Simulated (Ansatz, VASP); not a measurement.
Al5Ru in VASP and in Ansatz

```
Al Ru
1.0
     2.89565    0.00000    0.00000
    -1.44783    2.50771    0.00000
     0.00000    0.00000   13.17156
Al Ru
5 1
Cartesian
  0.0000 0.0000 8.9129
  0.0000 1.6718 11.2383
  0.0000 1.6718 1.9332
  0.0000 0.0000 4.2587
  0.0000 1.6718 6.5858
  1.4478 0.8359 0.0000
```

Alike in both runs: task single point; functional PBE; k mesh 6 × 6 × 2; occupations gaussian, width 0.1 eV; collinear spin.

```csv
,VASP,Ansatz
version,VASP 6.6.1,Ansatz 0.2.0
potentials or method,"VASP PAW PBE potentials, release 64 (Al, Ru_pv), cutoff 520 eV","scalar-relativistic, plane waves, PAW"
valence electrons in the cell,29,31
```

|  | VASP | Ansatz | Ansatz less VASP |
| --- | --- | --- | --- |
| gap on the k mesh at the Fermi level (eV) | none | none | - |
| pressure (GPa) | -0.1 | 0.0 | +0.03 |
| traceless stress, the component that is largest in VASP (GPa) | 0.22 | 0.26 | +0.034 |
| rms of the force components (eV/Å) | 0.006 | 0.005 | -0.0009 |
| net moment per atom (μB) | 0.00 | 0.00 | 0.000 |

Atom by atom the forces differ by 0.002 eV/Å (rms over components). A gap of «none» marks a metal or a gap that the smearing closes. VASP's potentials hold 29 valence electrons a cell and Ansatz's 31, so a difference there can come from the potentials and not from the codes. Ansatz's warnings: seeded moment not kept.

The k mesh is coarse, so the values compare programs but aren't converged.
